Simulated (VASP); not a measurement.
Input of a VASP 6.6.1 run:

INCAR

```
SYSTEM = BN
PREC = Accurate
ENCUT = 600
EDIFF = 1E-6
ISMEAR = 0
SIGMA = 0.05
LREAL = .FALSE.
LASPH = .TRUE.
NELM = 120
ALGO = Normal
ISIF = 2
LWAVE = .FALSE.
LCHARG = .FALSE.
GGA = PS
NBANDS = 36
GGA_COMPAT = .FALSE.
```

The input KPOINTS:

```
regular mesh
0
G
  10 10 2
  0 0 0
```

Contents of POSCAR:

```
BN
1.0
   -2.5410113134      0.0000000000      0.0000000000
   -1.2705056567     -2.2005803487      0.0000000000
   -1.5882591214     -0.9169818313     12.6098865131
B N
6 6
Direct
    0.6406461135      0.6406461135      0.0624443320
    0.5017461135      0.5017461135      0.3957776653
    0.3628461135      0.3628461135      0.7291109987
   -0.0399372198     -0.0399372198      0.8957776653
    0.2378627802      0.2378627802      0.2291109987
    0.0989627802      0.0989627802      0.5624443320
    0.2759594398      0.2759594398      0.9376223347
    0.5537594398      0.5537594398      0.2709556680
    0.4148594398      0.4148594398      0.6042890013
    0.0120761065      0.0120761065      0.7709556680
    0.2898761065      0.2898761065      0.1042890013
    0.1509761065      0.1509761065      0.4376223347
```

Potentials or basis: VASP PAW PBE potentials, release 64 (B, N).

The run is started by

```console
$ cat potpaw_PBE.64/B/POTCAR potpaw_PBE.64/N/POTCAR > POTCAR
$ mpirun -np 1 vasp_std > vasp.out
```

Q: What does it give for the pressure?

A: 3.3 GPa.

Q: Predict the band gap on the k mesh.

A: 2.31 eV, indirect (least direct gap 3.06 eV).

Q: Estimate the largest force.

A: 3.951 eV/Å.

Forces in eV/Å, atoms in the order of the input:
```
B   -0.609 -0.351  1.244
B   -0.019 -0.011  0.198
B    0.014  0.008  0.210
B   -0.427 -0.247 -0.138
B   -0.269 -0.155  0.543
B    0.001  0.000  0.193
N    2.042  1.179 -3.170
N   -0.046 -0.027 -0.198
N    0.001  0.000 -0.204
N    0.114  0.066 -0.467
N   -0.799 -0.461  1.985
N   -0.003 -0.002 -0.194
```

Caveat: the PAW data sets were made with another functional, which shifts forces and pressure a little. A k mesh can miss the band edges.
